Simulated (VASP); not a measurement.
Wanted: the native input for a VASP 6.6.1 run.

| Quantity | Value |
| --- | --- |
| Task | single point |
| Functional | r2SCAN |
| Potentials or basis | VASP PAW PBE potentials, release 64 (Ta_pv, N) |
| Cutoff | 660 eV |
| k mesh | 7 × 7 × 7 |
| Occupations | gaussian, width 0.05 eV |
| Spin | collinear spin, ferromagnetic start |
| Starting moments | [0.07, 0.02] μB |
| Hubbard terms | Ta d U = 2.0 eV |
| Dipole correction | no |
| Further INCAR settings | ALGO = Normal; EDIFF = 1e-06; NBANDS = 19 |

The system is TaN.

```
Ta N
1.0
     0.00000    2.17900    2.17900
     2.17900    0.00000    2.17900
     2.17900    2.17900    0.00000
Ta N
1 1
Direct
  0.50000 0.50000 0.50000
  0.00000 0.00000 0.00000
```

The input as run:

POSCAR

```
TaN
1.0
    0.0000000000      2.1790013100      2.1790013100
    2.1790013100      0.0000000000      2.1790013100
    2.1790013100      2.1790013100      0.0000000000
Ta N
1 1
Direct
    0.5000000000      0.5000000000      0.5000000000
    0.0000000000      0.0000000000      0.0000000000
```

INCAR.step1

```
PREC = Accurate ; ENCUT = 660
ISMEAR = 0 ; SIGMA = 0.05
LREAL = F ; LASPH = T
NELM = 200 ; ISPIN = 2
MAGMOM = 0.07 0.02 ; LMAXMIX = 4
LDAU = T ; LDAUTYPE = 2
LDAUL = 2 -1 ; LDAUU = 2 0
LDAUJ = 0 0 ; NBANDS = 19
GGA = PE ; ALGO = Normal
EDIFF = 1E-5 ; LWAVE = T
LCHARG = F ; GGA_COMPAT = F
```

INCAR.step2

```
PREC = Accurate ; ENCUT = 660
EDIFF = 1E-6 ; ISMEAR = 0
SIGMA = 0.05 ; LREAL = F
LASPH = T ; NELM = 200
ALGO = Normal ; ISIF = 2
LWAVE = F ; LCHARG = F
ISPIN = 2 ; MAGMOM = 0.07 0.02
LORBIT = 11 ; LMAXMIX = 4
LDAU = T ; LDAUTYPE = 2
LDAUL = 2 -1 ; LDAUU = 2 0
LDAUJ = 0 0 ; LDAUPRINT = 1
METAGGA = R2SCAN ; LMIXTAU = T
NBANDS = 19 ; ISTART = 1
GGA_COMPAT = F
```

KPOINTS

```
Automatic mesh
0
Gamma
  7 7 7
```

Potentials or basis: VASP PAW PBE potentials, release 64 (Ta_pv, N).

Launch:

```console
$ cat potpaw_PBE.64/Ta_pv/POTCAR potpaw_PBE.64/N/POTCAR > POTCAR
$ cp INCAR.step1 INCAR
$ mpirun -np 1 vasp_std > vasp.out
$ cp INCAR.step2 INCAR
$ mpirun -np 1 vasp_std > vasp.out
```

Results of the run:

```yaml
Pressure: 18.1 GPa
Band_gap_on_the_k_mesh: zero (filled and empty bands overlap)
Net_moment: 0.00 μB per cell
Valence_electrons_inside_the_program's_atomic_spheres: Ta 8.94; N 3.84
```

Caveat: the PAW data sets were made with another functional, which shifts forces and pressure a little; spin-orbit coupling is left out, which moves the levels of the heavy elements.

It took 2.3 min on 1 thread of AMD EPYC 7R43 64-Core Processor (Zen 3) (shared host), peak memory 0.16 GiB.
